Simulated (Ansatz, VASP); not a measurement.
AlRu in VASP and in Ansatz

File POSCAR:

```
AlRu
1.0
    2.7745393155      0.0000000000      0.0000000000
    0.0000000000      2.7745393155      0.0000000000
    0.0000000000      0.0000000000      2.7745393155
Al Ru
1 1
Direct
    0.5000000000      0.5000000000      0.5000000000
    0.0000000000      0.0000000000      0.0000000000
```

The input INCAR.step1:

```
  PREC = Accurate
  ENCUT = 600
  ISMEAR = 0
  SIGMA = 0.1
  LREAL = False
  LASPH = True
  NELM = 100
  GGA = PE
  ALGO = Normal
  EDIFF = 1E-4
  LWAVE = True
  LCHARG = False
```

Contents of INCAR.step2:

```
  PREC = Accurate
  ENCUT = 600
  EDIFF = 1E-6
  ISMEAR = 0
  SIGMA = 0.1
  LREAL = False
  LASPH = True
  NELM = 100
  ALGO = Normal
  ISIF = 3
  LWAVE = False
  LCHARG = False
  METAGGA = R2SCAN
  LMIXTAU = True
  IBRION = 2
  NSW = 80
  EDIFFG = -0.05
  ISTART = 1
```

Contents of KPOINTS:

```
regular mesh
0
Gamma
  8 8 8
```

Input for Ansatz:

```yaml
crystal:
  lattice:
    - [2.7745393155, 0.0, 0.0]
    - [0.0, 2.7745393155, 0.0]
    - [0.0, 0.0, 2.7745393155]
  atoms:
    - { symbol: Al, position: [0.5, 0.5, 0.5] }
    - { symbol: Ru, position: [0.0, 0.0, 0.0] }
basis:
  ecutwfc: 500
kpoints:
  mp_grid: { grid: [8, 8, 8] }
hamiltonian:
  xc: r2scan
scf:
  occupations: { method: gaussian, width: 0.1 }
output:
  forces: true
  stress: true
  eigenvalues: true
relax:
  adjacent_minimum: "off"
  f_tol: 0.05
  max_steps: 60
  cell: { stress_tol: 0.5 }
```

Alike in both runs: task relaxation of cell and atoms; functional r2SCAN; k mesh 8 × 8 × 8; occupations gaussian, width 0.1 eV; no spin polarisation.

|  | VASP | Ansatz |
| --- | --- | --- |
| version | VASP 6.6.1 | Ansatz 0.2.0 |
| potentials or method | VASP PAW PBE potentials, release 64 (Al, Ru_pv), cutoff 600 eV | scalar-relativistic, plane waves, PAW |
| valence electrons in the cell | 17 | 19 |

```csv
,VASP,Ansatz,Ansatz less VASP
"gap on the k mesh at the Fermi level, each at its own relaxed structure (eV)",none,none,-
relaxed volume (Å³/atom),13.29,13.28,-0.009
relaxed cell length with the largest relative difference (Å),2.985,2.984,-0.0007
```

VASP's potentials were made for PBE, not for r2SCAN. A gap of «none» marks a metal or a gap that the smearing closes. VASP's potentials hold 17 valence electrons a cell and Ansatz's 19, so a difference there can come from the potentials and not from the codes.

Noted on VASP's run: the volume moved by over 15 % at a fixed basis, so the end points are rough.
